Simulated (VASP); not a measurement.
Here is a VASP 6.6.1 calculation.

Contents of INCAR:

```
SYSTEM = In
  PREC = Accurate
  ENCUT = 520
  EDIFF = 1E-6
  ISMEAR = -1
  SIGMA = 0.05
  LREAL = .FALSE.
  LASPH = .TRUE.
  NELM = 80
  ALGO = Normal
  ISIF = 2
  LWAVE = .FALSE.
  LCHARG = .TRUE.
  GGA = PE
  LELF = .TRUE.
  LVHAR = .TRUE.
  NBANDS = 12
```

Contents of KPOINTS:

```
Automatic mesh
0
G
  11 11 11
  0 0 0
```

The input POSCAR:

```
In
1.0
   -1.6573500545      1.6573500545      2.5222162388
    1.6573500545     -1.6573500545      2.5222162388
    1.6573500545      1.6573500545     -2.5222162388
In
1
Direct
    0.0000000000      0.0000000000      0.0000000000
```

Potentials or basis: VASP PAW PBE potentials, release 64 (In_d).

Run with:

```bash
$ cat potpaw_PBE.64/In_d/POTCAR > POTCAR
$ mpirun -np 1 vasp_std > vasp.out
```

Problem. Predict the pressure.

Solution. -0.3 GPa.
